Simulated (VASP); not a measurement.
Here is a VASP 6.6.1 calculation.

File INCAR:

```
PREC = Accurate ; ENCUT = 520
EDIFF = 1E-6 ; ISMEAR = 0
SIGMA = 0.15 ; LREAL = False
LASPH = True ; NELM = 60
ALGO = Normal ; ISIF = 2
LWAVE = False ; LCHARG = False
NBANDS = 24
```

The input KPOINTS:

```
Automatic mesh
0
Gamma
  15 15 10
```

The input POSCAR:

```
CuAs
1.0
    3.9434529561      0.0000000000      0.0000000000
   -1.9717264780      3.4151304386      0.0000000000
    0.0000000000      0.0000000000      4.2250154971
Cu As
2 2
Direct
    0.0000000000      0.0000000000      0.5000000000
    0.0000000000      0.0000000000      0.0000000000
    0.6666666667      0.3333333333      0.7500000000
    0.3333333333      0.6666666667      0.2500000000
```

Potentials or basis: VASP PAW LDA potentials, release 64 (Cu, As).

Run with:

```console
$ cat potpaw_LDA.64/Cu/POTCAR potpaw_LDA.64/As/POTCAR > POTCAR
$ mpirun -np 1 vasp_std > vasp.out
```

Task: What does it give for the band gap on the k mesh?

Result: Zero (band 16 reaches 8.55 eV, above the bottom of band 17 at 7.31 eV).

Task: Predict the pressure.

Result: 12.9 GPa.

Stress tensor (GPa, compression positive):
```
-0.45  0.00  0.00
 0.00 -0.45  0.00
 0.00  0.00 39.47
```
